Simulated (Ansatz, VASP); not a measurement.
**Y in VASP and in Ansatz**

```
Y
1.0
     3.65150    0.00000    0.00000
    -1.82575    3.16229    0.00000
     0.00000    0.00000    6.20719
Y
2
Direct
  0.33333 0.66667 0.25000
  0.66667 0.33333 0.75000
```

Change from the starting cell: strain +0.000 along x and y, +0.080 along z, atoms carried along.

Alike in both runs: task single point; functional PBEsol; k mesh 15 × 15 × 8; occupations gaussian, width 0.15 eV; no spin polarisation.

|  | VASP | Ansatz |
| --- | --- | --- |
| version | VASP 6.6.1 | Ansatz 0.2.0 |
| potentials or method | VASP PAW PBE potentials, release 64 (Y_sv), cutoff 520 eV | scalar-relativistic, plane waves, PAW |
| valence electrons in the cell | 22 | 22 |

Ansatz gave:

| Quantity | Value |
| --- | --- |
| gap on the k mesh at the Fermi level (eV) | none |
| pressure (GPa) | -4.5 |
| traceless stress, the component that is largest in VASP (GPa) | -2.54 |

Q: Estimate VASP's values.

A: gap on the k mesh at the Fermi level (eV): none; pressure (GPa): -4.6; traceless stress, the component that is largest in VASP (GPa): -2.53.

VASP's potentials were made for PBE, not for PBEsol. A gap of «none» marks a metal or a gap that the smearing closes.
